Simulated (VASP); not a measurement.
A run of VASP 6.6.1 is set up as follows.

Contents of INCAR:

```
SYSTEM = W
PREC = Accurate
ENCUT = 520
EDIFF = 1E-7
ISMEAR = 1
SIGMA = 0.05
LREAL = .False.
LASPH = .True.
NELM = 80
ALGO = Normal
ISIF = 2
LWAVE = .False.
LCHARG = .False.
GGA = PE
NBANDS = 13
```

KPOINTS

```
regular mesh
0
Gamma
  12 12 12
  0 0 0
```

File POSCAR:

```
W
1.0
    0.0000000000      1.9591188864      1.9591188864
    1.9591188864      0.0000000000      1.9591188864
    1.9591188864      1.9591188864      0.0000000000
W
1
Direct
    0.0000000000      0.0000000000      0.0000000000
```

Potentials or basis: VASP PAW PBE potentials, release 64 (W_sv).

Command:

```bash
$ cat potpaw_PBE.64/W_sv/POTCAR > POTCAR
$ mpirun -np 1 vasp_std > vasp.out
```

Q: Estimate the band gap on the k mesh.

A: Zero (band 7 reaches 15.33 eV, above the bottom of band 8 at 11.06 eV).

Q: What does it give for the pressure?

A: 30.9 GPa.

Caveat: spin-orbit coupling is left out, which moves the levels of the heavy elements.
